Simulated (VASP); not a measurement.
Input of a VASP 6.6.1 run:

File INCAR:

```
SYSTEM = CuO
PREC = Accurate
ENCUT = 700
EDIFF = 1E-6
ISMEAR = -1
SIGMA = 0.05
LREAL = .False.
LASPH = .True.
NELM = 120
ALGO = Normal
ISIF = 2
LWAVE = .False.
LCHARG = .False.
GGA = PE
NBANDS = 33
GGA_COMPAT = .False.
```

Contents of KPOINTS:

```
regular mesh
0
Gamma
  8 8 6
  0 0 0
```

Contents of POSCAR:

```
CuO
1.0
    2.9268246988      0.0000000000      0.0000000000
    0.0000000000      2.9268246988      0.0000000000
    0.0000000000      0.0000000000      5.1510363492
Cu O
2 2
Direct
    0.0000000000      0.5000000000      0.0000000000
    0.5000000000      0.0000000000      0.5000000000
    0.0000000000      0.0000000000      0.2500000000
    0.0000000000      0.0000000000      0.7500000000
```

Potentials or basis: VASP PAW PBE potentials, release 64 (Cu_sv_GW, O).

Command:

```bash
$ cat potpaw_PBE.64/Cu_sv_GW/POTCAR potpaw_PBE.64/O/POTCAR > POTCAR
$ mpirun -np 1 vasp_std > vasp.out
```

Question: What does it give for the pressure?

Answer: -0.6 GPa.

Question: Estimate the band gap on the k mesh.

Answer: Zero (band 25 reaches 5.65 eV, above the bottom of band 26 at 4.48 eV).

Stress tensor (GPa, compression positive):
```
-0.67  0.00  0.00
 0.00 -0.67  0.00
 0.00  0.00 -0.59
```

Caveat: semilocal functionals often make such compounds metallic where correlation or magnetic order opens a gap, which also shifts bond lengths. With open d or f shells a metallic result of PBE can be an artefact of self-interaction; +U or a hybrid may open a gap.
